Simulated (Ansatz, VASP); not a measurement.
## One calculation of Ca, two programs

```
Ca
1.0
    -2.14899    2.14899    2.14899
     2.14899   -2.14899    2.14899
     2.14899    2.14899   -2.14899
Ca
1
Cartesian
  0.0000 0.0000 0.0000
```

Alike in both runs: task single point; functional PBE; k mesh 6 × 6 × 6; occupations gaussian, width 0.1 eV; no spin polarisation.

```csv
,VASP,Ansatz
version,VASP 6.6.1,Ansatz 0.2.0
potentials or method,"VASP PAW PBE potentials, release 64 (Ca_sv), cutoff 500 eV","scalar-relativistic, plane waves, PAW"
valence electrons in the cell,10,10
```

```csv
,VASP,Ansatz,Ansatz less VASP
gap on the k mesh at the Fermi level (eV),none,none,-
pressure (GPa),1.1,1.1,-0.01
```

A gap of «none» marks a metal or a gap that the smearing closes. With one functional, cell and mesh, what is left measures potentials, basis and numerics.
